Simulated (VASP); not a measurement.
# Rh (R-3m) in VASP: a series of runs

Rh is run at these levels: LDA; tasks: single point.

All numbers are computed with VASP 6.6.1; they aren't measurements. Logs are shortened: lines on timing, memory, paths and dates and some standing lists are left out, and cuts for length are marked.

### Step 1. The cell of the first run

The structure is trigonal, space group R-3m (No. 166). The conventional cell has a = 2.716 Å, b = 2.716 Å, c = 6.455 Å, α = 90.00°, β = 90.00°, γ = 120.00°. Within 3.5 Å of Rh (site symmetry -3m) lie 12 Rh at 2.66 to 2.72 Å.

### Step 2. Single point, LDA (equal xy, yz and zx shear strains of -2 %)

Input file INCAR:

```
PREC = Accurate
ENCUT = 520
EDIFF = 1E-6
ISMEAR = -1
SIGMA = 0.03
LREAL = F
LASPH = T
NELM = 80
ALGO = Normal
ISIF = 2
LWAVE = F
LCHARG = T
LELF = T
LVHAR = T
NBANDS = 14
```

Input file KPOINTS:

```
regular mesh
0
Gamma
  16 16 16
```

Input file POSCAR:

```
Rh
1.0
   -0.0380310000      1.8825345000      1.8825345000
    1.8825345000     -0.0380310000      1.8825345000
    1.8825345000      1.8825345000     -0.0380310000
Rh
1
Direct
    0.0000000000      0.0000000000      0.0000000000
```

Potentials or basis: VASP PAW LDA potentials, release 64 (Rh_pv).

The run is started by

```console
$ cat potpaw_LDA.64/Rh_pv/POTCAR > POTCAR
$ mpirun -np 1 vasp_std > vasp.out
```

OUTCAR:

```text
PREC = Accurate
   ENCUT = 520
   EDIFF = 1E-6
   ISMEAR = -1
   LREAL = F
   LASPH = T
   NELM = 80
   ISIF = 2

 ion  position               nearest neighbor table
   1  0.000  0.000  0.000-

  LATTYP: Found a trigonal (rhomboedric) cell.
 ALAT       =     2.6625774438
 COS(alpha) =     0.4797000918

  Lattice vectors:

 A1 = (  -0.0380310000,   1.8825345000,   1.8825345000)
 A2 = (   1.8825345000,  -0.0380310000,   1.8825345000)
 A3 = (   1.8825345000,   1.8825345000,  -0.0380310000)

Analysis of symmetry for initial positions (statically):
=====================================================================
 Subroutine PRICEL returns:
 Original cell was already a primitive cell.

 Routine SETGRP: Setting up the symmetry group for a
 trigonal (rhombohedral) supercell.

 Subroutine GETGRP returns: Found 12 space group operations
 (whereof 12 operations were pure point group operations)
 out of a pool of 12 trial point group operations.

The static configuration has the point symmetry D_3d.

Analysis of symmetry for dynamics (positions and initial velocities):
=====================================================================
 Subroutine PRICEL returns:
 Original cell was already a primitive cell.

 Routine SETGRP: Setting up the symmetry group for a
 trigonal (rhombohedral) supercell.

 Subroutine GETGRP returns: Found 12 space group operations
 (whereof 12 operations were pure point group operations)
 out of a pool of 12 trial point group operations.

The dynamic configuration has the point symmetry D_3d.

 Subroutine INISYM returns: Found 12 space group operations
 (whereof 12 operations are pure point group operations),
 and found     1 'primitive' translations

----------------------------------------------------------------------------------------

                                     Primitive cell

  volume of cell :      13.7474

  direct lattice vectors                    reciprocal lattice vectors
    -0.038031000  1.882534500  1.882534500    -0.257683458  0.262996519  0.262996519
     1.882534500 -0.038031000  1.882534500     0.262996519 -0.257683458  0.262996519
     1.882534500  1.882534500 -0.038031000     0.262996519  0.262996519 -0.257683458

  length of vectors
     2.662577444  2.662577444  2.662577444     0.452476632  0.452476632  0.452476632

  position of ions in fractional coordinates (direct lattice)
     0.000000000  0.000000000  0.000000000

  ion indices of the primitive-cell ions
   primitive index   ion index
                 1           1

----------------------------------------------------------------------------------------

 KPOINTS: regular mesh

Automatic generation of k-mesh.
 Grid dimensions read from file:
 generate k-points for:   16   16   16

 Generating k-lattice:

  Cartesian coordinates                     Fractional coordinates (reciprocal lattice)
    -0.016105216  0.016437282  0.016437282     0.062500000  0.000000000  0.000000000
     0.016437282 -0.016105216  0.016437282     0.000000000  0.062500000  0.000000000
     0.016437282  0.016437282 -0.016105216     0.000000000  0.000000000  0.062500000

  Length of vectors
     0.028279789  0.028279789  0.028279789

  Shift w.r.t. Gamma in fractional coordinates (k-lattice)
     0.000000000  0.000000000  0.000000000

 Subroutine IBZKPT returns following result:
 ===========================================

 Found    417 irreducible k-points:

 Following reciprocal coordinates:
            Coordinates               Weight
  0.000000  0.000000  0.000000      1.000000
  0.062500  0.000000  0.000000      6.000000
  0.125000  0.000000  0.000000      6.000000
  0.187500 -0.000000 -0.000000      6.000000
  0.250000  0.000000  0.000000      6.000000
  0.312500  0.000000 -0.000000      6.000000
[... 16 lines left out ...]
 -0.125000  0.062500  0.000000     12.000000
 -0.062500  0.062500  0.000000      6.000000
 [... further k-points ...]
   k-points           NKPTS =    417   k-points in BZ     NKDIM =    417   number of bands    NBANDS=     14
   number of dos      NEDOS =    301   number of ions     NIONS =      1
   total plane-waves  NPLWV =   8000
   dimension x,y,z NGX =    20 NGY =   20 NGZ =   20
   dimension x,y,z NGXF=    40 NGYF=   40 NGZF=   40
   ions per type =               1
   NGX,Y,Z   is equivalent  to a cutoff of  12.49, 12.49, 12.49 a.u.
   NGXF,Y,Z  is equivalent  to a cutoff of  24.98, 24.98, 24.98 a.u.
 SYSTEM =  unknown system
   PREC   = accura    normal or accurate (medium, high low for compatibility)
   ISTART =      0    job   : 0-new  1-cont  2-samecut
   ICHARG =      2    charge: 1-file 2-atom 10-const
   ISPIN  =      1    spin polarized calculation?
   LNONCOLLINEAR =      F non collinear calculations
   LSORBIT =      F    spin-orbit coupling
   LASPH  =      T    aspherical Exc in radial PAW
   ENCUT  =  520.0 eV  38.22 Ry    6.18 a.u.   4.95  4.95  4.95*2*pi/ulx,y,z
   NELM   =     80;   NELMIN=  2; NELMDL= -5     # of ELM steps
   EDIFF  = 0.1E-05   stopping-criterion for ELM
   LREAL  =      F    real-space projection
   EDIFFG = 0.1E-04   stopping-criterion for IOM
   NSW    =      0    number of steps for IOM
   IBRION =     -1    ionic relax: 0-MD 1-quasi-New 2-CG
   NFREE  =      0    steps in history (QN), initial steepest desc. (CG)
   ISIF   =      2    stress and relaxation
   ISYM   =      2    0-nonsym 1-usesym 2-fastsym
   POTIM  = 0.5000    time-step for ionic-motion
   TEBEG  =    0.0;   TEEND  =   0.0 temperature during run
   PSTRESS=    0.0 pullay stress
   NELECT =      15.0000    total number of electrons
   NUPDOWN=      -1.0000    fix difference up-down
   EMIN   =  10.00;   EMAX   =-10.00  energy-range for DOS
   EFERMI =   0.00;   METHOD = LEGACY
   ISMEAR =    -1;   SIGMA  =   0.03  broadening in eV -4-tet -1-fermi 0-gaus
   EFERMI_NEDOS =   21; number of points for ismear=-14 and -15
   IALGO  =     38    algorithm
   IMIX   =      4    mixing-type and parameters
     AMIX     =   0.40;   BMIX     =  1.00
     AMIX_MAG =   1.60;   BMIX_MAG =  1.00
  volume/ion in A,a.u.               =      13.75        92.77
  Fermi-wavevector in a.u.,A,eV,Ry     =   1.685380  3.184907 38.647437  2.840507
  Thomas-Fermi vector in A             =   2.768234
   LORBIT       =      0    0 simple, 1 ext, 2 COOP (PROOUT), +10 PAW based schemes
   GGA     = CA    functional components
   LHFCALC =     F    Hartree Fock is set to
   AEXX    =    0.0000 exact exchange contribution
   IVDW    =     0    specifies the selected vdW correction
   LEPSILON=     F    determine dielectric tensor
   LRPA    =     F    only Hartree local field effects (RPA)
 non-spin polarized calculation
  energy-cutoff  :      520.00
  volume of cell :       13.75
 maximum number of plane-waves:       380
   NGX =  9   NGY =  9   NGZ =  9

 number of electron      15.0000003 magnetization

 Free energy of the ion-electron system (eV)
  ---------------------------------------------------
  ext. energy  EPLUGINS =         0.00000000
  ---------------------------------------------------
  free energy    TOTEN  =        -8.65851758 eV

  energy without entropy =       -8.65378480  energy(sigma->0) =       -8.65615119

 E-fermi :  11.7022     XC(G=0): -14.3512

 val. band max:       11.7016835952   @ k =  -0.2500  -0.2500   0.0625
 cond. band min:      11.7062866223   @ k =   0.3125   0.2500  -0.0000
 fundamental gap:      0.0046030271
 Fermi energy:        11.7021787864

 k-point     1 :       0.0000    0.0000    0.0000
  band No.  band energies     occupation
      1     -34.4558      2.00000
      2     -34.4558      2.00000
      3     -34.4428      2.00000
      4       3.6814      2.00000
      5       8.4619      2.00000
      6       8.4619      2.00000
      7       8.8537      2.00000
      8      10.7434      2.00000
      9      10.7434      2.00000
     10      27.6482      0.00000
     11      32.0629      0.00000
     12      32.7557      0.00000
     13      32.7557      0.00000
     14      33.7362      0.00000

 k-point     2 :       0.0625    0.0000    0.0000
  band No.  band energies     occupation
      1     -34.4833      2.00000
      2     -34.4591      2.00000
      3     -34.4483      2.00000
      4       3.8366      2.00000
      5       8.4148      2.00000
      6       8.5130      2.00000
      7       8.8991      2.00000
      8      10.7123      2.00000
      9      10.7136      2.00000
     10      27.8686      0.00000
     11      32.0032      0.00000
     12      32.0762      0.00000
     13      32.9950      0.00000
     14      33.8855      0.00000

 k-point     3 :       0.1250    0.0000    0.0000
  band No.  band energies     occupation
      1     -34.5648      2.00000
      2     -34.4685      2.00000
      3     -34.4603      2.00000
      4       4.2757      2.00000
      5       8.2843      2.00000
      6       8.6377      2.00000
      7       9.0373      2.00000
      8      10.6559      2.00000
      9      10.6603      2.00000
     10      28.4285      0.00000
     11      30.4161      0.00000
     12      32.0636      0.00000
     13      33.6848      0.00000
     14      34.4838      0.00000

 k-point     4 :       0.1875   -0.0000   -0.0000
  band No.  band energies     occupation
      1     -34.6859      2.00000
      2     -34.4825      2.00000
      3     -34.4777      2.00000
      4       4.8952      2.00000
      5       8.1953      2.00000
      6       8.7482      2.00000
      7       9.1781      2.00000
      8      10.6788      2.00000
      9      10.6984      2.00000
     10      28.4375      0.00000
     11      29.1972      0.00000
     12      32.0631      0.00000
     13      34.7356      0.00000
     14      35.4250      0.00000

 k-point     5 :       0.2500    0.0000    0.0000
  band No.  band energies     occupation
      1     -34.8271      2.00000
      2     -34.4990      2.00000
      3     -34.4981      2.00000
      4       5.4495      2.00000
      5       8.4279      2.00000
      6       8.7449      2.00000
      7       9.1870      2.00000
      8      10.8900      2.00000
      9      10.9579      2.00000
     10      26.6093      0.00000
     11      29.2265      0.00000
[... 276 lines left out ...]
 k-point    22 :      -0.1875    0.0625   -0.0000
  band No.  band energies     occupation
      1     -34.7315      2.00000
      2     -34.5166      2.00000
      3     -34.4782      2.00000
      4       5.2284      2.00000
      5       8.0706      2.00000
      6       8.8223      2.00000
      7       9.2621      2.00000
      8      10.4386      2.00000
      9      11.0999      2.00000
     10      27.9595      0.00000
     11      29.3327      0.00000
     12      32.0629      0.00000
     13      34.0336      0.00000
     14      36.4511      0.00000

 k-point    23 :      -0.1250    0.0625    0.0000
  band No.  band energies     occupation
      1     -34.6082      2.00000
      2     -34.4953      2.00000
      3     -34.4624      2.00000
      4       4.5944      2.00000
      5       8.1231      2.00000
      6       8.7549      2.00000
      7       9.1541      2.00000
      8      10.4316      2.00000
      9      10.8764      2.00000
     10      28.7663      0.00000
     11      29.8027      0.00000
     12      32.0634      0.00000
     13      33.3389      0.00000
     14      35.2969      0.00000

 k-point    24 :      -0.0625    0.0625    0.0000
  band No.  band energies     occupation
      1     -34.5212      2.00000
      2     -34.4743      2.00000
      3     -34.4522      2.00000
      4       4.0851      2.00000
      5       8.2860      2.00000
      6       8.6139      2.00000
      7       8.9997      2.00000
      8      10.5730      2.00000
      9      10.7850      2.00000
     10      28.1985      0.00000
     11      31.2127      0.00000
     12      32.0645      0.00000
     13      32.9828      0.00000
     14      34.3922      0.00000

 [... further k-points ...]
[... 5 lines left out ...]
  --------------------------------------------------------------------------------------
  -------------------------------------------------------------------------------------
  Total       -0.8583055     -0.8583055     -0.8583055      0.3425181      0.3425181      0.3425181
  in kB     -100.0300291   -100.0300291   -100.0300291     39.9182966     39.9182966     39.9182966
  external PRESSURE =    -100.0300291 kB  Pullay stress =       0.0000000 kB

 VOLUME and BASIS-vectors are now :
 -----------------------------------------------------------------------------
  energy-cutoff  :      520.00
  volume of cell :       13.75
      direct lattice vectors                 reciprocal lattice vectors
    -0.038031000  1.882534500  1.882534500    -0.257683458  0.262996519  0.262996519
     1.882534500 -0.038031000  1.882534500     0.262996519 -0.257683458  0.262996519
     1.882534500  1.882534500 -0.038031000     0.262996519  0.262996519 -0.257683458

 POSITION                                       TOTAL-FORCE (eV/Angst)
 -----------------------------------------------------------------------------------
      0.00000      0.00000      0.00000         0.000000      0.000000     -0.000000
 -----------------------------------------------------------------------------------
    total drift:                                0.000000     -0.000000      0.000000

  FREE ENERGIE OF THE ION-ELECTRON SYSTEM (eV)
  ---------------------------------------------------
  free  energy   TOTEN  =        -8.6585175843 eV

  energy  without entropy=       -8.6537847998  energy(sigma->0) =       -8.65615119
```

Wall time 76 s (1 thread of Intel Xeon 8259CL, shared host); peak memory 0.18 GiB.

Results:

```yaml
Free_energy: -8.6585 eV
Pressure: -10.0 GPa
Band_gap_on_the_k_mesh: zero (an odd number of electrons rules out a gap without spin polarisation)
```

Caveat: the cell differs from its parent crystal (equal xy, yz and zx shear strains of -2 %); the cell stands under tension.

### Step 3. Single point, LDA (equal xy, yz and zx shear strains of -1 %)

Input file INCAR:

```
SYSTEM = Rh
PREC = Accurate ; ENCUT = 520
EDIFF = 1E-7 ; ISMEAR = -1
SIGMA = 0.03 ; LREAL = .FALSE.
LASPH = .TRUE. ; NELM = 60
ALGO = Normal ; ISIF = 2
LWAVE = .FALSE. ; LCHARG = .TRUE.
GGA = CA ; LELF = .TRUE.
LVHAR = .TRUE. ; NBANDS = 14
```

Input file KPOINTS:

```
Automatic mesh
0
G
  16 16 16
  0 0 0
```

Input file POSCAR:

```
Rh
1.0
   -0.0190155000      1.8920422500      1.8920422500
    1.8920422500     -0.0190155000      1.8920422500
    1.8920422500      1.8920422500     -0.0190155000
Rh
1
Direct
    0.0000000000      0.0000000000      0.0000000000
```

Potentials or basis: VASP PAW LDA potentials, release 64 (Rh_pv).

The run is started by

```console
$ cat potpaw_LDA.64/Rh_pv/POTCAR > POTCAR
$ mpirun -np 1 vasp_std > vasp.out
```

It took 78 s on 1 thread of Intel Xeon 8259CL, shared host; peak memory 0.18 GiB.

The run converged. Its results:

```yaml
Free_energy: -8.6660 eV
Pressure: -10.3 GPa
Band_gap_on_the_k_mesh: zero (an odd number of electrons rules out a gap without spin polarisation)
```

Stress tensor (GPa, compression positive):
```
-10.31   1.97   1.97
  1.97 -10.31   1.97
  1.97   1.97 -10.31
```

Levels at points of the mesh, in eV from the Fermi level:
| k point | band 5 | band 6 | band 7 | band 8 | band 9 | band 10 |
| --- | --- | --- | --- | --- | --- | --- |
| (0.00, 0.00, 0.00) | -3.16 | -3.16 | -2.97 | -0.97 | -0.97 | 15.96 |
| (0.50, 0.00, 0.00) | -3.27 | -3.04 | 0.52 | 0.64 | 0.65 | 8.52 |
| (0.50, 0.50, 0.00) | -5.98 | 0.57 | 1.00 | 1.01 | 3.21 | 12.25 |
| (0.50, 0.50, 0.50) | -3.19 | -3.19 | 0.63 | 0.63 | 0.86 | 8.82 |

Caveat: the cell differs from its parent crystal (equal xy, yz and zx shear strains of -1 %); the cell stands under tension.
